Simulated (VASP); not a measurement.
MgB2, 3 atoms in the cell. It takes space group P6/mmm (No. 191, hexagonal). The conventional cell has a = 2.948 Å, b = 2.948 Å, c = 3.235 Å, α = 90.00°, β = 90.00°, γ = 120.00°. Within 3.1 Å of Mg (site symmetry 6/mmm) lie 12 B at 2.35 Å and 6 Mg at 2.95 Å. B (site symmetry -6m2) has 3 B at 1.70 Å within 2.3 Å. 

* Program: VASP 6.6.1
* Task: single point
* Functional: PBEsol
* Potentials or basis: VASP PAW PBE potentials, release 64 (Mg, B)
* Cutoff: 520 eV
* k mesh: 10 × 10 × 8
* Occupations: fermi-dirac, width 0.05 eV
* Spin: no spin polarisation
* Dipole correction: no
* Further INCAR settings: ALGO = Normal; EDIFF = 1e-07; NBANDS = 11

Potentials or basis: VASP PAW PBE potentials, release 64 (Mg, B).

The run is started by

```sh
$ cat potpaw_PBE.64/Mg/POTCAR potpaw_PBE.64/B/POTCAR > POTCAR
$ mpirun -np 1 vasp_std > vasp.out
```

Hardware: 1 thread of AMD EPYC 7R13, on a shared host.

Problem. How long does it take, and how much memory?

Solution. Run time: 40 s on 1 thread of AMD EPYC 7R13 (shared host), peak memory 0.12 GiB. Counts: scf iterations 14, k points 70.
